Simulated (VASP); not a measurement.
Here is a VASP 6.6.1 calculation.

File INCAR:

```
PREC     = Accurate       # precision mode
ENCUT    = 520            # plane-wave cutoff, eV
EDIFF    = 1E-6           # SCF threshold, eV
ISMEAR   = -1             # smearing method
SIGMA    = 0.1            # smearing width, eV
LREAL    = False          # projectors in reciprocal space
LASPH    = True           # aspherical terms in the spheres
NELM     = 100            # most SCF steps
ALGO     = Normal         # electronic algorithm
ISIF     = 2              # what is computed and relaxed
LWAVE    = False          # write WAVECAR
LCHARG   = True           # write CHGCAR
LELF     = True           # ELF
LVHAR    = True         
NBANDS   = 21             # bands
```

File KPOINTS:

```
Automatic mesh
0
Gamma
  13 9 9
```

The input POSCAR:

```
AlNi
1.0
    0.0000000000      0.0000000000      2.8328540745
    2.8328540745     -2.8328540745      0.0000000000
    2.8328540745      2.8328540745      0.0000000000
Ni Al
2 2
Direct
    0.0000000000      0.0000000000      0.0000000000
    0.0000000000      0.5000000000      0.5000000000
    0.5000000000      0.5000000000      0.0000000000
    0.5000000000      0.0000000000      0.5000000000
```

Potentials or basis: VASP PAW LDA potentials, release 64 (Ni, Al).

Command:

```sh
$ cat potpaw_LDA.64/Ni/POTCAR potpaw_LDA.64/Al/POTCAR > POTCAR
$ mpirun -np 1 vasp_std > vasp.out
```

Predict the pressure.

0.4 GPa.

Estimate the band gap on the k mesh.

zero (band 13 reaches 12.29 eV, above the bottom of band 14 at 9.42 eV).

Spin polarisation is off, so any magnetic state and its effect on volume and gap are missing.
